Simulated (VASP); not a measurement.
**BaTiO3: single point with PBE+D3(BJ)**

Crystal: BaTiO3.

```
CELL_PARAMETERS angstrom
3.97546 0.00000 0.00000
0.00000 3.97546 0.00000
0.00000 0.00000 4.10411
ATOMIC_POSITIONS crystal
Ba 0.00000 0.00000 0.99559
Ti 0.50000 0.50000 0.47834
O 0.00000 0.50000 0.51838
O 0.50000 0.00000 0.51838
O 0.50000 0.50000 0.03232
```

```yaml
Program: VASP 6.6.1
Task: single point
Functional: PBE
Dispersion: D3(BJ)
Potentials_or_basis: VASP PAW PBE potentials, release 64 (Ba_sv, Ti_sv, O)
Cutoff: 520 eV
k_mesh: 7 × 7 × 7
Occupations: fermi-dirac, width 0.05 eV
Spin: no spin polarisation
```

The pressure is 1.3 GPa, the largest force is 0.076 eV/Å and the band gap on the k mesh is 1.91 eV, indirect (least direct gap 2.28 eV). The dispersion energy per atom is -0.262 eV.

Forces in eV/Å, atoms in the order of the input:
```
Ba   0.000  0.000  0.033
Ti   0.000  0.000  0.076
O    0.000  0.000 -0.022
O    0.000  0.000 -0.022
O    0.000  0.000 -0.065
```

Levels at points of the mesh, in eV from the valence-band top:
```
           k point  band 16  band 17  band 18  band 19  band 20  band 21  band 22  band 23  band 24  band 25
(0.00, 0.00, 0.00)    -1.43    -1.16    -0.55    -0.37    -0.37     1.91     2.39     2.39     4.18     4.34
```

Run time: 84 s on 1 thread of Intel(R) Xeon(R) Platinum 8488C (Sapphire Rapids), on a shared host, peak memory 0.23 GiB.

Caveat: three body term missing; spin-orbit coupling is left out, which moves the levels of the heavy elements. A k mesh can miss the band edges.
